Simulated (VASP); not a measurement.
# CoSi: single point with r2SCAN

The system is CoSi.

```xyz
8
Lattice="4.4264 0.0000 0.0000 0.0000 4.4264 0.0000 0.0000 0.0000 4.4264" Properties=species:S:1:pos:R:3 pbc="T T T"
Co    0.6449    0.6449    0.6449
Co    1.5683    3.7815    2.8581
Co    2.8581    1.5683    3.7815
Co    3.7815    2.8581    1.5683
Si    3.7342    3.7342    3.7342
Si    2.9054    0.6922    1.5210
Si    1.5210    2.9054    0.6922
Si    0.6922    1.5210    2.9054
```

This cell differs from its parent crystal: volume changed by +3%.

```json
{"Program": "VASP 6.6.1", "Task": "single point", "Functional": "r2SCAN", "Potentials or basis": "VASP PAW PBE potentials, release 64 (Co, Si)", "Cutoff": "520 eV", "k mesh": "6 × 6 × 6", "Occupations": "fermi-dirac, width 0.02 eV", "Spin": "no spin polarisation"}
```

```json
{"Pressure": "-6.8 GPa", "Largest force": "0.060 eV/Å", "Band gap on the k mesh": "zero (band 26 reaches 12.06 eV, above the bottom of band 27 at 11.86 eV)"}
```

Forces in eV/Å, atoms in the order of the input:
```
Co  -0.034 -0.034 -0.034
Co   0.034  0.034 -0.034
Co  -0.034  0.034  0.034
Co   0.034 -0.034  0.034
Si  -0.020 -0.020 -0.020
Si   0.020  0.020 -0.020
Si  -0.020  0.020  0.020
Si   0.020 -0.020  0.020
```

Levels at points of the mesh, in eV from the Fermi level:
| k point | band 24 | band 25 | band 26 | band 27 | band 28 | band 29 |
| --- | --- | --- | --- | --- | --- | --- |
| (0.00, 0.00, 0.00) | -0.84 | -0.01 | -0.01 | -0.01 | 2.72 | 2.72 |
| (0.50, 0.00, 0.00) | -0.69 | -0.50 | -0.50 | 1.05 | 1.05 | 1.61 |
| (0.50, 0.50, 0.00) | -1.07 | -0.04 | -0.04 | 0.65 | 0.65 | 2.17 |
| (0.50, 0.50, 0.50) | -1.29 | -0.21 | -0.21 | -0.21 | -0.21 | 5.88 |

Wall time 3.7 min on 1 thread of AMD EPYC 9R45 96-Core Processor (Zen 5), on a shared host, peak memory 0.21 GiB.

Caveat: the PAW data sets were made with another functional, which shifts forces and pressure a little. Spin polarisation is off, so any magnetic state and its effect on volume and gap are missing.
